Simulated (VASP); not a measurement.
Wanted: the native input for a VASP 6.6.1 run.

```
Task                   : relaxation of the atoms
Functional             : LDA
Potentials or basis    : VASP PAW LDA potentials, release 64 (Cu)
Cutoff                 : 520 eV
k mesh                 : 15 × 15 × 1
Occupations            : fermi-dirac, width 0.08 eV
Spin                   : no spin polarisation
Dipole correction      : yes
Further INCAR settings : ALGO = Normal; EDIFF = 1e-07; IBRION = 2; EDIFFG = -0.01; NSW = 60
```

The structure of Cu lies in POSCAR:

```
Cu
1.0
    2.4874897871      0.0000000000      0.0000000000
    0.0000000000      2.4874897871      0.0000000000
    0.0000000000      0.0000000000     21.2768000000
Cu
4
Direct
    0.2500000000      0.2500000000      0.3759972672
    0.7500000000      0.7500000000      0.4586657554
    0.2500000000      0.2500000000      0.5413342441
    0.7500000000      0.7500000000      0.6240027328
```

These files were run (other wordings do the same):

INCAR

```
SYSTEM = Cu
PREC = Accurate
ENCUT = 520
EDIFF = 1E-7
ISMEAR = -1
SIGMA = 0.08
LREAL = .FALSE.
LASPH = .TRUE.
NELM = 60
ALGO = Normal
ISIF = 2
LWAVE = .FALSE.
LCHARG = .FALSE.
LDIPOL = .TRUE.
IDIPOL = 3
DIPOL = 0.5 0.5 0.500
GGA = CA
IBRION = 2
NSW = 60
EDIFFG = -0.01
```

KPOINTS

```
Automatic mesh
0
G
  15 15 1
  0 0 0
```

Potentials or basis: VASP PAW LDA potentials, release 64 (Cu).

The run is started by

```console
$ cat potpaw_LDA.64/Cu/POTCAR > POTCAR
$ mpirun -np 1 vasp_std > vasp.out
```

It gave:

- Energy gained by relaxing: 2.2 meV/atom
- Ionic steps: 8
- Largest force after relaxing: 0.010 eV/Å
- Band gap on the k mesh: zero (bands 22 and 23 overlap by 4.19 eV)

It took 15 min on 1 thread of Oxide Virtual Turin-like Processor, with other jobs on the host, peak memory 0.22 GiB.
